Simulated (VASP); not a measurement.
Set up this calculation in VASP 6.6.1, as the native input.

```
Task                   : single point
Functional             : PBEsol
Potentials or basis    : VASP PAW PBE potentials, release 64 (Ga_d, N)
Cutoff                 : 520 eV
k mesh                 : 16 × 16 × 16
Occupations            : gaussian, width 0.03 eV
Spin                   : no spin polarisation
Dipole correction      : no
Further INCAR settings : ALGO = Normal; EDIFF = 1e-06; NBANDS = 16
```

The structure of GaN lies in POSCAR:

```
GaN
1.0
    0.0000000000      2.2540975367      1.9159829062
    2.2540975367      0.0000000000      1.9159829062
    2.2540975367      2.2540975367      0.0000000000
Ga N
1 1
Direct
    0.0000000000      0.0000000000      0.0000000000
    0.5000000000      0.5000000000      0.5000000000
```

This cell differs from its parent crystal: ratio of the length along z to the lengths across it x 0.85, volume and fractional coordinates fixed.

One way to write it, as run:

INCAR

```
SYSTEM = GaN
PREC = Accurate
ENCUT = 520
EDIFF = 1E-6
ISMEAR = 0
SIGMA = 0.03
LREAL = .FALSE.
LASPH = .TRUE.
NELM = 60
ALGO = Normal
ISIF = 2
LWAVE = .FALSE.
LCHARG = .FALSE.
GGA = PS
NBANDS = 16
```

KPOINTS

```
regular mesh
0
G
  16 16 16
  0 0 0
```

Potentials or basis: VASP PAW PBE potentials, release 64 (Ga_d, N).

Command:

```bash
$ cat potpaw_PBE.64/Ga_d/POTCAR potpaw_PBE.64/N/POTCAR > POTCAR
$ mpirun -np 1 vasp_std > vasp.out
```

It gave:

```yaml
Pressure: 2.0 GPa
Band_gap_on_the_k_mesh: zero (bands 9 and 10 overlap by 0.09 eV)
```

Caveat: the stress differs along the axes, from -8 to 22 GPa; semilocal functionals underestimate gaps, and a narrow one can read as zero; the PAW data sets were made with another functional, which shifts forces and pressure a little.

Run time: 2.5 min on 1 thread of Intel Xeon 8259CL, with other jobs on the host, peak memory 0.23 GiB.
